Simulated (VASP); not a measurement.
Input of a VASP 6.6.1 run:

Contents of INCAR:

```
PREC     = Accurate       # precision mode
ENCUT    = 400            # plane-wave cutoff, eV
EDIFF    = 1E-6           # SCF threshold, eV
ISMEAR   = -1             # smearing method
SIGMA    = 0.05           # smearing width, eV
LREAL    = Auto         
LASPH    = True           # aspherical terms in the spheres
NELM     = 120            # most SCF steps
ALGO     = Normal         # electronic algorithm
ISIF     = 2              # what is computed and relaxed
LWAVE    = False          # write WAVECAR
LCHARG   = True           # write CHGCAR
GGA      = PS             # functional
LELF     = True           # ELF
LVHAR    = True         
NBANDS   = 358            # bands
NELECT   = 640.0        
ISYM     = -1           
GGA_COMPAT= False
```

File KPOINTS:

```
explicit points
1
Reciprocal
  0.25000000   0.25000000   0.25000000 1
```

File POSCAR:

```
HPb32Se32
1.0
   12.2000000000      0.0000000000      0.0000000000
    0.0000000000     12.2000000000      0.0000000000
    0.0000000000      0.0000000000     12.2000000000
Se Pb H
32 32 1
Direct
    0.2476180000      0.9945670000      0.9983510000
    0.2502530000      0.9919230000      0.4983290000
    0.2454550000      0.4947730000      0.9981490000
    0.2384780000      0.4931680000      0.4982170000
    0.7473550000      0.9967030000      0.9984770000
    0.7489470000      0.0040710000      0.4983310000
    0.7450920000      0.4970140000      0.9983550000
    0.7356440000      0.5068200000      0.4983020000
    0.9963710000      0.2458870000      0.9983150000
    0.9955100000      0.2468740000      0.4983140000
    0.9974570000      0.7457600000      0.9983350000
    0.0041980000      0.7457950000      0.4982650000
    0.4964510000      0.2446460000      0.9983110000
    0.4964690000      0.2379020000      0.4983850000
    0.4975700000      0.7444990000      0.9985490000
    0.5021380000      0.7398050000      0.4986430000
    0.9975580000      0.9955510000      0.2488420000
    0.9983880000      0.9963520000      0.7479740000
    0.9940200000      0.4959270000      0.2483660000
    0.9948210000      0.4967420000      0.7474920000
    0.4977320000      0.9931000000      0.2490890000
    0.4987260000      0.9942310000      0.7476200000
    0.4937540000      0.4934380000      0.2487380000
    0.4947490000      0.4946390000      0.7462400000
    0.2458870000      0.2437260000      0.2485750000
    0.2467850000      0.2446430000      0.7477440000
    0.2480410000      0.7433580000      0.2491700000
    0.2489610000      0.7443880000      0.7477620000
    0.7454290000      0.2475110000      0.2492500000
    0.7463430000      0.2483770000      0.7482850000
    0.7476320000      0.7474910000      0.2502800000
    0.7485840000      0.7484800000      0.7477330000
    0.9977780000      0.9966670000      0.9981880000
    0.0018630000      0.9998780000      0.4982750000
    0.9941050000      0.4953020000      0.9971180000
    0.9879090000      0.4945520000      0.4972120000
    0.4973760000      0.9954730000      0.9982610000
    0.5020160000      0.9995110000      0.4985450000
    0.4944850000      0.4935500000      0.9964110000
    0.2453270000      0.2442750000      0.9975710000
    0.2421270000      0.2401870000      0.4975220000
    0.2464840000      0.7447130000      0.9975410000
    0.2426670000      0.7401110000      0.4974370000
    0.7467930000      0.2479300000      0.9985540000
    0.7475810000      0.2541990000      0.4987340000
    0.7484150000      0.7476180000      0.9989250000
    0.7682530000      0.7625050000      0.4992270000
    0.2472920000      0.9936760000      0.2471980000
    0.2481970000      0.9949460000      0.7486340000
    0.2427370000      0.4931900000      0.2455390000
    0.2437930000      0.4944040000      0.7490950000
    0.7478050000      0.9982370000      0.2465470000
    0.7487850000      0.9992910000      0.7502080000
    0.7434810000      0.4978370000      0.2476910000
    0.7442010000      0.4987150000      0.7480640000
    0.9950910000      0.2456100000      0.2464180000
    0.9963780000      0.2469500000      0.7495120000
    0.9975200000      0.7458400000      0.2445110000
    0.9986980000      0.7469840000      0.7513520000
    0.4952040000      0.2429960000      0.2444780000
    0.4962780000      0.2447680000      0.7513660000
    0.4974770000      0.7435870000      0.2425040000
    0.4980020000      0.7450550000      0.7538190000
    0.4798190000      0.4738480000      0.4960630000
    0.5915450000      0.6507220000      0.4999260000
```

Potentials or basis: VASP PAW PBE potentials, release 64 (Se, Pb_d, H).

The run is started by

```sh
$ cat potpaw_PBE.64/Se/POTCAR potpaw_PBE.64/Pb_d/POTCAR potpaw_PBE.64/H/POTCAR > POTCAR
$ mpirun -np 1 vasp_std > vasp.out
```

**Question.** Predict the largest force.

**Answer.** 0.056 eV/Å.

Forces in eV/Å, atoms in the order of the input:
```
Se   0.001 -0.004 -0.006
Se  -0.004  0.002 -0.001
Se  -0.004  0.007 -0.007
Se   0.001  0.010  0.001
Se  -0.004  0.003 -0.010
Se  -0.003 -0.003 -0.002
Se  -0.007  0.005 -0.009
Se  -0.002  0.000 -0.003
Se  -0.004  0.001 -0.007
Se  -0.005 -0.008 -0.008
Se  -0.002  0.001 -0.010
Se   0.013  0.005 -0.007
Se  -0.005 -0.001 -0.006
Se  -0.001 -0.005  0.003
Se  -0.005  0.004 -0.009
Se  -0.034  0.044  0.004
Se   0.000 -0.003 -0.009
Se   0.000 -0.001 -0.006
Se   0.000  0.003 -0.004
Se  -0.007  0.008 -0.005
Se  -0.007  0.008 -0.003
Se  -0.004 -0.004 -0.007
Se  -0.001  0.005 -0.005
Se  -0.002  0.003 -0.007
Se  -0.002  0.001  0.002
Se  -0.006  0.001 -0.004
Se  -0.002  0.011  0.001
Se  -0.005  0.006 -0.011
Se  -0.010  0.000 -0.006
Se  -0.003 -0.003  0.001
Se   0.006  0.011  0.000
Se   0.000  0.007  0.001
Pb  -0.001  0.002  0.007
Pb   0.002  0.007  0.004
Pb   0.002 -0.005  0.008
Pb  -0.003 -0.001  0.002
Pb   0.003  0.002  0.006
Pb   0.008 -0.003  0.002
Pb   0.005 -0.004  0.007
Pb   0.002  0.003  0.004
Pb  -0.001 -0.002  0.002
Pb   0.000 -0.006  0.010
Pb  -0.004 -0.015  0.001
Pb   0.004  0.000  0.007
Pb   0.002  0.007 -0.001
Pb   0.004 -0.009  0.008
Pb   0.001 -0.009  0.010
Pb   0.000  0.001  0.003
Pb   0.003 -0.001  0.007
Pb   0.002 -0.004  0.004
Pb   0.005 -0.008  0.005
Pb   0.002 -0.002  0.008
Pb   0.003  0.002  0.003
Pb   0.002 -0.005  0.007
Pb   0.003 -0.003  0.001
Pb   0.000  0.003  0.004
Pb   0.002  0.003  0.002
Pb  -0.002 -0.008  0.006
Pb   0.004 -0.010  0.005
Pb   0.005  0.000  0.004
Pb   0.005  0.003  0.002
Pb   0.001 -0.004  0.004
Pb   0.009 -0.011  0.006
Pb   0.006 -0.003 -0.006
H    0.033 -0.034 -0.002
```

Caveat: the cell carries a net charge on a neutralising background, which shifts energy and pressure; the PAW data sets were made with another functional, which shifts forces and pressure a little.
